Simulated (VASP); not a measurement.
# GaSb (F-43m) in VASP: further runs

GaSb is run at these levels: PBEsol; tasks: single point.

Everything below comes from runs of VASP 6.6.1. Logs are shortened: lines on timing, memory, paths and dates and some standing lists are left out, and cuts for length are marked.

## (1) The cell of the first run

Symmetry: F-43m, No. 216, cubic system. Conventional cell: a = 6.111 Å, b = 6.111 Å, c = 6.111 Å, α = 90.00°, β = 90.00°, γ = 90.00°. Ga (site symmetry -43m) has 4 Sb at 2.65 Å within 3.5 Å. Within 3.5 Å of Sb (site symmetry -43m) lie 4 Ga at 2.65 Å.

## (2) Single point, PBEsol, non-collinear spin, zero start, spin-orbit coupling

Contents of INCAR:

```
SYSTEM = GaSb
  PREC = Accurate
  ENCUT = 500
  EDIFF = 1E-6
  ISMEAR = 0
  SIGMA = 0.01
  LREAL = .FALSE.
  LASPH = .TRUE.
  NELM = 200
  ALGO = Normal
  ISIF = 2
  LWAVE = .FALSE.
  LCHARG = .FALSE.
  MAGMOM = 0 0 0 0 0 0
  LORBIT = 11
  LSORBIT = .TRUE.
  GGA_COMPAT = .FALSE.
  LORBMOM = .TRUE.
  GGA = PS
  NBANDS = 30
```

Contents of KPOINTS:

```
Automatic mesh
0
G
  10 10 10
  0 0 0
```

Contents of POSCAR:

```
GaSb
1.0
    0.0000000000      3.0556704717      3.0556704717
    3.0556704717      0.0000000000      3.0556704717
    3.0556704717      3.0556704717      0.0000000000
Ga Sb
1 1
Direct
    0.0000000000      0.0000000000      0.0000000000
    0.2500000000      0.2500000000      0.2500000000
```

Potentials or basis: VASP PAW PBE potentials, release 64 (Ga_d, Sb).

Launch:

```bash
> cat potpaw_PBE.64/Ga_d/POTCAR potpaw_PBE.64/Sb/POTCAR > POTCAR
> mpirun -np 1 vasp_ncl > vasp.out
```

OUTCAR:

```text
SYSTEM = GaSb
   PREC = Accurate
   ENCUT = 500
   EDIFF = 1E-6
   ISMEAR = 0
   LREAL = .FALSE.
   LASPH = .TRUE.
   NELM = 200
   ISIF = 2
   LORBIT = 11
   LSORBIT = .TRUE.
   GGA = PS

 ion  position               nearest neighbor table
   1  0.000  0.000  0.000-   2 2.65   2 2.65   2 2.65   2 2.65
   2  0.250  0.250  0.250-   1 2.65   1 2.65   1 2.65   1 2.65

  LATTYP: Found a face centered cubic cell.
 ALAT       =     6.1113409434

  Lattice vectors:

 A1 = (   0.0000000000,   3.0556704717,   3.0556704717)
 A2 = (   3.0556704717,   0.0000000000,   3.0556704717)
 A3 = (   3.0556704717,   3.0556704717,   0.0000000000)

Analysis of symmetry for initial positions (statically):
=====================================================================
 Subroutine PRICEL returns:
 Original cell was already a primitive cell.

 Routine SETGRP: Setting up the symmetry group for a
 face centered cubic supercell.

 Subroutine GETGRP returns: Found 24 space group operations
 (whereof 24 operations were pure point group operations)
 out of a pool of 48 trial point group operations.

The static configuration has the point symmetry T_d .

Analysis of symmetry for dynamics (positions and initial velocities):
=====================================================================
 Subroutine PRICEL returns:
 Original cell was already a primitive cell.

 Routine SETGRP: Setting up the symmetry group for a
 face centered cubic supercell.

 Subroutine GETGRP returns: Found 24 space group operations
 (whereof 24 operations were pure point group operations)
 out of a pool of 48 trial point group operations.

The dynamic configuration has the point symmetry T_d .

Analysis of structural, dynamic, and magnetic symmetry:
=====================================================================
 Subroutine PRICEL returns:
 Original cell was already a primitive cell.

 Routine SETGRP: Setting up the symmetry group for a
 face centered cubic supercell.

 Subroutine GETGRP returns: Found 24 space group operations
 (whereof 24 operations were pure point group operations)
 out of a pool of 48 trial point group operations.

The overall configuration has the point symmetry T_d .

 Subroutine INISYM returns: Found 24 space group operations
 (whereof 24 operations are pure point group operations),
 and found     1 'primitive' translations

----------------------------------------------------------------------------------------

                                     Primitive cell

  volume of cell :      57.0623

  direct lattice vectors                    reciprocal lattice vectors
     0.000000000  3.055670472  3.055670472    -0.163630210  0.163630210  0.163630210
     3.055670472  0.000000000  3.055670472     0.163630210 -0.163630210  0.163630210
     3.055670472  3.055670472  0.000000000     0.163630210  0.163630210 -0.163630210

  length of vectors
     4.321370623  4.321370623  4.321370623     0.283415837  0.283415837  0.283415837

  position of ions in fractional coordinates (direct lattice)
     0.000000000  0.000000000  0.000000000
     0.250000000  0.250000000  0.250000000

  ion indices of the primitive-cell ions
   primitive index   ion index
                 1           1
                 2           2

----------------------------------------------------------------------------------------

 KPOINTS: Automatic mesh

Automatic generation of k-mesh.
 Grid dimensions read from file:
 generate k-points for:   10   10   10

 Generating k-lattice:

  Cartesian coordinates                     Fractional coordinates (reciprocal lattice)
    -0.016363021  0.016363021  0.016363021     0.100000000  0.000000000  0.000000000
     0.016363021 -0.016363021  0.016363021     0.000000000  0.100000000  0.000000000
     0.016363021  0.016363021 -0.016363021     0.000000000  0.000000000  0.100000000

  Length of vectors
     0.028341584  0.028341584  0.028341584

  Shift w.r.t. Gamma in fractional coordinates (k-lattice)
     0.000000000  0.000000000  0.000000000

 Subroutine IBZKPT returns following result:
 ===========================================

 Found     73 irreducible k-points:

 Following reciprocal coordinates:
            Coordinates               Weight
  0.000000  0.000000  0.000000      1.000000
  0.100000  0.000000  0.000000      4.000000
 -0.100000  0.000000  0.000000      4.000000
  0.200000  0.000000  0.000000      4.000000
 -0.200000  0.000000  0.000000      4.000000
  0.300000  0.000000  0.000000      4.000000
[... 16 lines left out ...]
  0.300000 -0.100000  0.000000     12.000000
 -0.200000  0.100000  0.000000     12.000000
 [... further k-points ...]
[... 27 lines left out ...]
   TEBEG  =    0.0;   TEEND  =   0.0 temperature during run
   PSTRESS=    0.0 pullay stress
   NELECT =      18.0000    total number of electrons
   NUPDOWN=      -1.0000    fix difference up-down
   EMIN   =  10.00;   EMAX   =-10.00  energy-range for DOS
   EFERMI =   0.00;   METHOD = LEGACY
   ISMEAR =     0;   SIGMA  =   0.01  broadening in eV -4-tet -1-fermi 0-gaus
   EFERMI_NEDOS =   21; number of points for ismear=-14 and -15
   IALGO  =     38    algorithm
   IMIX   =      4    mixing-type and parameters
     AMIX     =   0.40;   BMIX     =  1.00
     AMIX_MAG =   1.60;   BMIX_MAG =  1.00
  volume/ion in A,a.u.               =      28.53       192.54
  Fermi-wavevector in a.u.,A,eV,Ry     =   1.114421  2.105950 16.897529  1.241933
  Thomas-Fermi vector in A             =   2.251015
   LORBIT       =     11    0 simple, 1 ext, 2 COOP (PROOUT), +10 PAW based schemes
   GGA     = PS    functional components
   LHFCALC =     F    Hartree Fock is set to
   AEXX    =    0.0000 exact exchange contribution
   IVDW    =     0    specifies the selected vdW correction
   LEPSILON=     F    determine dielectric tensor
   LRPA    =     F    only Hartree local field effects (RPA)
 Gauss-broadening in eV      SIGMA  =   0.01
  energy-cutoff  :      500.00
  volume of cell :       57.06
 maximum number of plane-waves:      2920
   NGX = 15   NGY = 15   NGZ = 15

 number of electron      17.9999985 magnetization       0.0000000      0.0000000     -0.0000000

 number of electron      17.9999985 magnetization      -0.0000000     -0.0000000     -0.0000000

 number of electron      17.9999985 magnetization       0.0000000      0.0000000      0.0000000

 number of electron      17.9999985 magnetization      -0.0000000     -0.0000000      0.0000000

 Free energy of the ion-electron system (eV)
  ---------------------------------------------------
  ext. energy  EPLUGINS =         0.00000000
  ---------------------------------------------------
  free energy    TOTEN  =        -8.22089979 eV

  energy without entropy =       -8.22088850  energy(sigma->0) =       -8.22089415

 E-fermi :   4.9885     XC(G=0):  -9.2800

 val. band max:        4.9885095603   @ k =   0.0000   0.0000   0.0000
 cond. band min:       4.9885097448   @ k =   0.0000   0.0000   0.0000
 fundamental gap:      0.0000001845
 Fermi energy:         4.9885096524

 k-point     1 :       0.0000    0.0000    0.0000
  band No.  band energies     occupation
      1     -10.4947      1.00000
      2     -10.4947      1.00000
      3     -10.4947      1.00000
      4     -10.4947      1.00000
      5     -10.0599      1.00000
      6     -10.0599      1.00000
[... 781 lines left out ...]
     29      12.2775      0.00000
     30      12.2791      0.00000

 [... further k-points ...]

------------------------ aborting loop because EDIFF is reached ----------------------------------------

  FORCE on cell =-STRESS in cart. coord.  units (eV):
  Direction    XX          YY          ZZ          XY          YZ          ZX
  --------------------------------------------------------------------------------------
  -------------------------------------------------------------------------------------
  Total        0.0505554      0.0505554      0.0505554      0.0000000      0.0000000     -0.0000000
  in kB        1.4194788      1.4194788      1.4194788      0.0000000      0.0000000     -0.0000000
  external PRESSURE =       1.4194788 kB  Pullay stress =       0.0000000 kB

 VOLUME and BASIS-vectors are now :
 -----------------------------------------------------------------------------
  energy-cutoff  :      500.00
  volume of cell :       57.06
      direct lattice vectors                 reciprocal lattice vectors
     0.000000000  3.055670472  3.055670472    -0.163630210  0.163630210  0.163630210
     3.055670472  0.000000000  3.055670472     0.163630210 -0.163630210  0.163630210
     3.055670472  3.055670472  0.000000000     0.163630210  0.163630210 -0.163630210

 POSITION                                       TOTAL-FORCE (eV/Angst)
 -----------------------------------------------------------------------------------
      0.00000      0.00000      0.00000        -0.000000     -0.000000     -0.000000
      1.52784      1.52784      1.52784         0.000000      0.000000      0.000000
 -----------------------------------------------------------------------------------
    total drift:                                0.000000      0.000000      0.000000

  FREE ENERGIE OF THE ION-ELECTRON SYSTEM (eV)
  ---------------------------------------------------
  free  energy   TOTEN  =        -8.2208997883 eV

  energy  without entropy=       -8.2208885045  energy(sigma->0) =       -8.22089415

 orbital moment (x)

 # of ion     p       d       tot
 ----------------------------------------
  1        -0.000  -0.000  -0.000
  2        -0.000   0.000  -0.000
 ----------------------------------------
           -0.000  -0.000  -0.000

 orbital moment (y)

 # of ion     p       d       tot
 ----------------------------------------
  1         0.000  -0.000   0.000
  2         0.000  -0.000   0.000
 ----------------------------------------
            0.000  -0.000   0.000

 orbital moment (z)

 # of ion     p       d       tot
 ----------------------------------------
  1        -0.000   0.000  -0.000
  2         0.000   0.000   0.000
 ----------------------------------------
           -0.000   0.000  -0.000

 Spin-Orbit-Coupling matrix elements

 Ion:    1  E_soc:     -0.0127077
 l=   1
     0.0000000    -0.0013008    -0.0013008
    -0.0013008     0.0000000    -0.0013008
    -0.0013008    -0.0013008     0.0000000
 l=   2
     0.0000000    -0.0001534     0.0000000    -0.0001534    -0.0006637
    -0.0001534     0.0000000    -0.0004978    -0.0001534    -0.0001659
     0.0000000    -0.0004978     0.0000000    -0.0004978     0.0000000
    -0.0001534    -0.0001534    -0.0004978     0.0000000    -0.0001659
    -0.0006637    -0.0001659     0.0000000    -0.0001659     0.0000000
 l=   3
     0.0000000     0.0000000     0.0000000     0.0000000     0.0000000     0.0000000     0.0000000
     0.0000000     0.0000000     0.0000000     0.0000000     0.0000000     0.0000000     0.0000000
     0.0000000     0.0000000     0.0000000     0.0000000     0.0000000     0.0000000     0.0000000
     0.0000000     0.0000000     0.0000000     0.0000000     0.0000000     0.0000000     0.0000000
     0.0000000     0.0000000     0.0000000     0.0000000     0.0000000     0.0000000     0.0000000
     0.0000000     0.0000000     0.0000000     0.0000000     0.0000000     0.0000000     0.0000000
     0.0000000     0.0000000     0.0000000     0.0000000     0.0000000     0.0000000     0.0000000

 Ion:    2  E_soc:     -0.1240782
 l=   1
     0.0000000    -0.0205355    -0.0205355
    -0.0205355     0.0000000    -0.0205355
    -0.0205355    -0.0205355     0.0000000
 l=   2
     0.0000000    -0.0000553     0.0000000    -0.0000553    -0.0000889
    -0.0000553     0.0000000    -0.0000667    -0.0000553    -0.0000222
     0.0000000    -0.0000667     0.0000000    -0.0000667     0.0000000
    -0.0000553    -0.0000553    -0.0000667     0.0000000    -0.0000222
    -0.0000889    -0.0000222     0.0000000    -0.0000222     0.0000000
 l=   3
     0.0000000     0.0000000     0.0000000     0.0000000     0.0000000     0.0000000     0.0000000
     0.0000000     0.0000000     0.0000000     0.0000000     0.0000000     0.0000000     0.0000000
     0.0000000     0.0000000     0.0000000     0.0000000     0.0000000     0.0000000     0.0000000
     0.0000000     0.0000000     0.0000000     0.0000000     0.0000000     0.0000000     0.0000000
     0.0000000     0.0000000     0.0000000     0.0000000     0.0000000     0.0000000     0.0000000
     0.0000000     0.0000000     0.0000000     0.0000000     0.0000000     0.0000000     0.0000000
     0.0000000     0.0000000     0.0000000     0.0000000     0.0000000     0.0000000     0.0000000

 total charge

# of ion       s       p       d       tot
------------------------------------------
    1        0.912   0.767   9.963  11.641
    2        1.131   1.338   0.028   2.497
--------------------------------------------------
tot          2.043   2.105   9.991  14.139

 magnetization (x)

# of ion       s       p       d       tot
------------------------------------------
    1       -0.000   0.000   0.000   0.000
    2       -0.000   0.000   0.000   0.000
--------------------------------------------------
tot         -0.000   0.000   0.000   0.000

 magnetization (y)

# of ion       s       p       d       tot
------------------------------------------
    1       -0.000   0.000   0.000   0.000
    2        0.000  -0.000  -0.000  -0.000
--------------------------------------------------
tot         -0.000   0.000  -0.000   0.000

 magnetization (z)

# of ion       s       p       d       tot
------------------------------------------
    1       -0.000   0.000   0.000   0.000
    2       -0.000  -0.000   0.000  -0.000
--------------------------------------------------
tot         -0.000   0.000   0.000   0.000
```

It took 5 min on 1 thread of Oxide Virtual Turin-like, shared host; peak memory 0.37 GiB.

What came out:

- Free energy: -8.2209 eV
- Pressure: 0.1 GPa
- Net moment: 0.00 μB per cell
- Valence electrons inside the program's atomic spheres: Ga 11.64; Sb 2.50

Moments on the atoms (μB; x, y, z):
```
Ga  0.00 0.00 0.00
Sb  0.00 0.00 0.00
```

Caveat: the PAW data sets were made with another functional, which shifts forces and pressure a little.

## (3) Single point, PBEsol, non-collinear spin, zero start, spin-orbit coupling

Contents of INCAR:

```
  PREC = Accurate
  ENCUT = 500
  EDIFF = 1E-6
  ISMEAR = 0
  SIGMA = 0.01
  LREAL = False
  LASPH = True
  NELM = 200
  ALGO = Normal
  ISIF = 2
  LWAVE = False
  LCHARG = False
  LNONCOLLINEAR = True
  MAGMOM = 0 0 0 0 0 0
  LORBIT = 11
  LSORBIT = True
  GGA_COMPAT = False
  LORBMOM = True
  GGA = PS
  NBANDS = 30
```

Contents of KPOINTS:

```
Automatic mesh
0
Gamma
  10 10 10
```

POSCAR is that of step 2.

Potentials or basis: VASP PAW PBE potentials, release 64 (Ga_d, Sb).

Launch:

```bash
> cat potpaw_PBE.64/Ga_d/POTCAR potpaw_PBE.64/Sb/POTCAR > POTCAR
> mpirun -np 1 vasp_ncl > vasp.out
```

Run time: 4.7 min. Hardware: 1 thread of Oxide Virtual Turin-like, shared host; peak memory 0.37 GiB.

It converged, with:

```yaml
Free_energy: -8.2209 eV
Pressure: 0.1 GPa
Net_moment: 0.00 μB per cell
Valence_electrons_inside_the_program's_atomic_spheres: Ga 11.64; Sb 2.50
```

Moments on the atoms (μB; x, y, z):
```
Ga  0.00 0.00 0.00
Sb  0.00 0.00 0.00
```

Caveat: the PAW data sets were made with another functional, which shifts forces and pressure a little.
